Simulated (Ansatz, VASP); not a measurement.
**Sn: VASP beside Ansatz**

```
Sn
1.0
    -1.76517    1.67635    2.11716
     1.76517   -1.67635    2.11716
     1.76517    1.67635   -2.11716
Sn
1
Direct
  0.00000 0.00000 0.00000
```

Alike in both runs: task single point; functional PBEsol; dispersion D3(BJ); k mesh 26 × 26 × 26; occupations gaussian, width 0.15 eV; no spin polarisation.

|  | VASP | Ansatz |
| --- | --- | --- |
| version | VASP 6.6.1 | Ansatz 0.2.0 |
| potentials or method | VASP PAW PBE potentials, release 64 (Sn_d), cutoff 520 eV | scalar-relativistic, plane waves, PAW |
| valence electrons in the cell | 14 | 14 |

Ansatz gave:

```
gap on the k mesh at the Fermi level (eV)                     : none
pressure (GPa)                                                : 0.5
traceless stress, the component that is largest in VASP (GPa) : 0.67
```

**Question.** Estimate VASP's values.

**Answer.** gap on the k mesh at the Fermi level (eV): none; pressure (GPa): 0.5; traceless stress, the component that is largest in VASP (GPa): 0.66.

VASP's potentials were made for PBE, not for PBEsol. A gap of «none» marks a metal or a gap that the smearing closes.
